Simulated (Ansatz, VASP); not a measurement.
# InSb: VASP beside Ansatz

Contents of INCAR:

```
ALGO = Normal
EDIFF = 1E-6
ENCUT = 520
GGA = PE
ISIF = 2
ISMEAR = 0
LASPH = True
LCHARG = False
LREAL = False
LWAVE = False
NBANDS = 16
NELM = 100
PREC = Accurate
SIGMA = 0.15
```

KPOINTS

```
k-points
0
Gamma
  14 14 14
```

File POSCAR:

```
InSb
1.0
    0.0000000000      2.9196888433      3.5024587365
    2.9196888433      0.0000000000      3.5024587365
    2.9196888433      2.9196888433      0.0000000000
In Sb
1 1
Direct
    0.0000000000      0.0000000000      0.0000000000
    0.5000000000      0.5000000000      0.5000000000
```

Input for Ansatz:

```yaml
crystal:
  lattice:
    - [0.0, 2.9196888433, 3.5024587365]
    - [2.9196888433, 0.0, 3.5024587365]
    - [2.9196888433, 2.9196888433, 0.0]
  atoms:
    - { symbol: In, position: [0.0, 0.0, 0.0] }
    - { symbol: Sb, position: [0.5, 0.5, 0.5] }
basis:
  ecutwfc: 420
kpoints:
  mp_grid: { grid: [14, 14, 14] }
hamiltonian:
  xc: pbe
  pseudopotentials: { kind: paw, azcp: { folder: soft_1 } }
scf:
  occupations: { method: gaussian, width: 0.15 }
output:
  forces: true
  stress: true
  eigenvalues: true
```

Alike in both runs: task single point; functional PBE; k mesh 14 × 14 × 14; occupations gaussian, width 0.15 eV; no spin polarisation.

|  | VASP | Ansatz |
| --- | --- | --- |
| version | VASP 6.6.1 | Ansatz 0.2.0 |
| potentials or method | VASP PAW PBE potentials, release 64 (In_d, Sb), cutoff 520 eV | scalar-relativistic, plane waves, PAW |
| valence electrons in the cell | 18 | 28 |

|  | VASP | Ansatz | Ansatz less VASP |
| --- | --- | --- | --- |
| gap on the k mesh at the Fermi level (eV) | none | none | - |
| pressure (GPa) | 1.7 | 1.8 | +0.04 |
| traceless stress, the component that is largest in VASP (GPa) | -6.59 | -6.59 | -0.004 |

A gap of «none» marks a metal or a gap that the smearing closes. VASP's potentials hold 18 valence electrons a cell and Ansatz's 28, so a difference there can come from the potentials and not from the codes.

Spin-orbit coupling is off throughout.
